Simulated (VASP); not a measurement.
Input of a VASP 6.6.1 run:

INCAR

```
SYSTEM = Al2Cu
ALGO = Fast
EDIFF = 1E-6
ENCUT = 520
ISIF = 2
ISMEAR = 0
LASPH = .TRUE.
LCHARG = .FALSE.
LREAL = .FALSE.
LWAVE = .FALSE.
NBANDS = 16
NELM = 100
PREC = Accurate
SIGMA = 0.15
```

The input KPOINTS:

```
k-points
0
G
  10 10 14
  0 0 0
```

File POSCAR:

```
Al2Cu
1.0
    4.2309000000      0.0000000000      0.0000000000
    0.0000000000      4.2309000000      0.0000000000
    0.0000000000      0.0000000000      2.6709000000
Al Cu
2 1
Direct
    0.5000000000      0.0000000000      0.5000000000
    0.0000000000      0.5000000000      0.5000000000
    0.0000000000      0.0000000000      0.0000000000
```

Potentials or basis: VASP PAW LDA potentials, release 64 (Al, Cu).

The run is started by

```console
$ cat potpaw_LDA.64/Al/POTCAR potpaw_LDA.64/Cu/POTCAR > POTCAR
$ mpirun -np 1 vasp_std > vasp.out
```

(1) What does it give for the pressure?

Results:

(1) -2.0 GPa.
